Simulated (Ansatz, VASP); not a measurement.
## Ir: VASP beside Ansatz

INCAR

```
SYSTEM = Ir
PREC = Accurate
ENCUT = 560
EDIFF = 1E-6
ISMEAR = -1
SIGMA = 0.03
LREAL = .FALSE.
LASPH = .TRUE.
NELM = 120
ALGO = Normal
ISIF = 2
LWAVE = .FALSE.
LCHARG = .FALSE.
GGA = CA
NBANDS = 14
GGA_COMPAT = .FALSE.
```

Contents of KPOINTS:

```
Automatic mesh
0
G
  14 14 14
  0 0 0
```

POSCAR

```
Ir
1.0
    0.0000000000      1.9060927672      1.9060927672
    1.9060927672      0.0000000000      1.9060927672
    1.9060927672      1.9060927672      0.0000000000
Ir
1
Direct
    0.0000000000      0.0000000000      0.0000000000
```

Input for Ansatz:

```yaml
crystal:
  lattice:
    - [0.0, 1.9060927672, 1.9060927672]
    - [1.9060927672, 0.0, 1.9060927672]
    - [1.9060927672, 1.9060927672, 0.0]
  atoms:
    - { symbol: Ir, position: [0.0, 0.0, 0.0] }
hamiltonian:
  xc: lda
  pseudopotentials:
    kind: paw
    azcp:
      Ir: "pseudopotentials/Ir.paw.azcp"
basis:
  ecutwfc: 420
  fft_grid_basis: typed
kpoints:
  mp_grid: { grid: [14, 14, 14], shift: [0, 0, 0] }
magnetization:
  spin_polarized: false
scf:
  occupations: { method: fermi_dirac, width: 0.03 }
  lower_state_search: "off"
output:
  stress: true
  write_density: true
  write_potential: true
  elf: true
  volumetric_format: npy
```

Alike in both runs: task single point; functional LDA; k mesh 14 × 14 × 14; occupations fermi-dirac, width 0.03 eV; no spin polarisation.

|  | VASP | Ansatz |
| --- | --- | --- |
| version | VASP 6.6.1 | Ansatz 0.2.0 |
| potentials or method | VASP PAW LDA potentials, release 64 (Ir_sv_GW), cutoff 560 eV | plane waves (420 eV) with PAW, scalar-relativistic |
| valence electrons in the cell | 17 | 17 |

|  | VASP | Ansatz | Ansatz less VASP |
| --- | --- | --- | --- |
| pressure (GPa) | -0.5 | -0.2 | +0.35 |

Ansatz warns that its potentials were made for another functional, while VASP's fit it. LDA's correlation is that of Perdew and Zunger in VASP and of Perdew and Wang (1992) in Ansatz.

Neither program's run includes spin-orbit coupling.
